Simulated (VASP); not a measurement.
Set up this calculation in VASP 6.6.1, as the native input.

```
Task                   : single point
Functional             : PBE
Potentials or basis    : VASP PAW PBE potentials, release 64 (Ca_sv, O)
Cutoff                 : 520 eV
k mesh                 : 8 × 8 × 8
Occupations            : gaussian, width 0.01 eV
Spin                   : no spin polarisation
Dipole correction      : no
Further INCAR settings : ALGO = Normal; EDIFF = 1e-06; NBANDS = 15
```

The structure of CaO (Lime) lies in POSCAR:

```
CaO
1.0
    0.0000000000      2.4065000000      2.4065000000
    2.4065000000      0.0000000000      2.4065000000
    2.4065000000      2.4065000000      0.0000000000
Ca O
1 1
Direct
    0.0000000000      0.0000000000      0.0000000000
    0.5000000000      0.5000000000      0.5000000000
```

One way to write it, as run:

INCAR

```
ALGO = Normal
EDIFF = 1E-6
ENCUT = 520
GGA = PE
ISIF = 2
ISMEAR = 0
LASPH = T
LCHARG = F
LREAL = F
LWAVE = F
NBANDS = 15
NELM = 60
PREC = Accurate
SIGMA = 0.01
```

KPOINTS

```
k-points
0
Gamma
  8 8 8
```

Potentials or basis: VASP PAW PBE potentials, release 64 (Ca_sv, O).

Launch:

```bash
$ cat potpaw_PBE.64/Ca_sv/POTCAR potpaw_PBE.64/O/POTCAR > POTCAR
$ mpirun -np 1 vasp_std > vasp.out
```

It gave:

| Quantity | Value |
| --- | --- |
| Pressure | 1.8 GPa |
| Band gap on the k mesh | 3.64 eV, indirect (least direct gap 4.01 eV) |

It took 15 s on 1 thread of AMD EPYC 7R13 Processor (Zen 3), on a shared host, peak memory 0.13 GiB.
